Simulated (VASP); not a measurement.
Wanted: the native input for a VASP 6.6.1 run.

```
Task                   : single point
Functional             : LDA
Potentials or basis    : VASP PAW LDA potentials, release 64 (Cu)
Cutoff                 : 520 eV
k mesh                 : 18 × 18 × 18
Occupations            : fermi-dirac, width 0.05 eV
Spin                   : no spin polarisation
Dipole correction      : no
Further INCAR settings : ALGO = Normal; EDIFF = 1e-07; NBANDS = 12
```

The structure of Cu lies in POSCAR:

```
Cu
1.0
    0.0000000000      1.6332144427      1.6332144427
    1.6332144427      0.0000000000      1.6332144427
    1.6332144427      1.6332144427      0.0000000000
Cu
1
Direct
    0.0000000000      0.0000000000      0.0000000000
```

This cell differs from its parent crystal: volume scaled by 0.8.

These files were run (other wordings do the same):

INCAR

```
SYSTEM = Cu
PREC     = Accurate       ! precision mode
ENCUT    = 520            ! plane-wave cutoff, eV
EDIFF    = 1E-7           ! SCF threshold, eV
ISMEAR   = -1             ! smearing method
SIGMA    = 0.05           ! smearing width, eV
LREAL    = .False.        ! projectors in reciprocal space
LASPH    = .True.         ! aspherical terms in the spheres
NELM     = 80             ! most SCF steps
ALGO     = Normal         ! electronic algorithm
ISIF     = 2              ! what is computed and relaxed
LWAVE    = .False.        ! write WAVECAR
LCHARG   = .True.         ! write CHGCAR
LELF     = .True.         ! ELF
LVHAR    = .True.       
NBANDS   = 12             ! bands
```

KPOINTS

```
Automatic mesh
0
Gamma
  18 18 18
  0 0 0
```

Potentials or basis: VASP PAW LDA potentials, release 64 (Cu).

Command:

```console
$ cat potpaw_LDA.64/Cu/POTCAR > POTCAR
$ mpirun -np 1 vasp_std > vasp.out
```

It gave:

```json
{"Pressure": "74.0 GPa"}
```

Run time: 18 s on 1 thread of Intel Xeon 6975P-C (shared host), peak memory 0.13 GiB.
